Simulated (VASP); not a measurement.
Set up this calculation in VASP 6.6.1, as the native input.

| Property | Result |
| --- | --- |
| Task | single point |
| Functional | PBEsol |
| Potentials or basis | VASP PAW PBE potentials, release 64 (Se) |
| Cutoff | 520 eV |
| k mesh | 16 × 16 × 16 |
| Occupations | fermi-dirac, width 0.05 eV |
| Spin | no spin polarisation |
| Dipole correction | no |
| Further INCAR settings | ALGO = Normal; EDIFF = 1e-06; NBANDS = 9 |

The structure of Se lies in POSCAR:

```
Se
1.0
    1.8722334905      1.0809342489      0.8574994726
   -1.8722334905      1.0809342489      0.8574994726
    0.0000000000     -2.1618694703      0.8574994726
Se
1
Direct
    0.0000000000      0.0000000000      0.0000000000
```

One way to write it, as run:

INCAR

```
PREC     = Accurate       # precision mode
ENCUT    = 520            # plane-wave cutoff, eV
EDIFF    = 1E-6           # SCF threshold, eV
ISMEAR   = -1             # smearing method
SIGMA    = 0.05           # smearing width, eV
LREAL    = False          # projectors in reciprocal space
LASPH    = True           # aspherical terms in the spheres
NELM     = 100            # most SCF steps
ALGO     = Normal         # electronic algorithm
ISIF     = 2              # what is computed and relaxed
LWAVE    = False          # write WAVECAR
LCHARG   = False          # write CHGCAR
GGA      = PS             # functional
NBANDS   = 9              # bands
```

KPOINTS

```
Automatic mesh
0
Gamma
  16 16 16
```

Potentials or basis: VASP PAW PBE potentials, release 64 (Se).

Command:

```bash
$ cat potpaw_PBE.64/Se/POTCAR > POTCAR
$ mpirun -np 1 vasp_std > vasp.out
```

It gave:

| Property | Result |
| --- | --- |
| Pressure | 210.8 GPa |
| Band gap on the k mesh | zero (band 3 reaches 25.13 eV, above the bottom of band 4 at 7.83 eV) |

Caveat: the PAW data sets were made with another functional, which shifts forces and pressure a little.

Run time: 13 s on 1 thread of Intel(R) Xeon(R) 6975P-C (Granite Rapids), on a shared host, peak memory 0.15 GiB.
